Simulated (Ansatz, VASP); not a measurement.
# SiC in VASP and in Ansatz

```
Si C
1.0
     0.00000    2.20707    2.20707
     2.20707    0.00000    2.20707
     2.20707    2.20707    0.00000
Si C
1 1
Direct
  0.00000 0.00000 0.00000
  0.25000 0.25000 0.25000
```

Alike in both runs: task single point; functional PBEsol; k mesh 18 × 18 × 18; occupations gaussian, width 0.05 eV; no spin polarisation.

|  | VASP | Ansatz |
| --- | --- | --- |
| version | VASP 6.6.1 | Ansatz 0.2.0 |
| potentials or method | VASP PAW PBE potentials, release 64 (Si, C), cutoff 520 eV | scalar-relativistic, plane waves, PAW |
| valence electrons in the cell | 8 | 8 |

Ansatz gave:

```
gap on the k mesh at the Fermi level (eV) : 1.28
least direct gap on the mesh (eV)         : 4.41
pressure (GPa)                            : -8.1
```

Problem. What did VASP give for the same quantities?

Solution. gap on the k mesh at the Fermi level (eV): 1.27; least direct gap on the mesh (eV): 4.40; pressure (GPa): -7.7.

VASP's potentials were made for PBE, not for PBEsol.
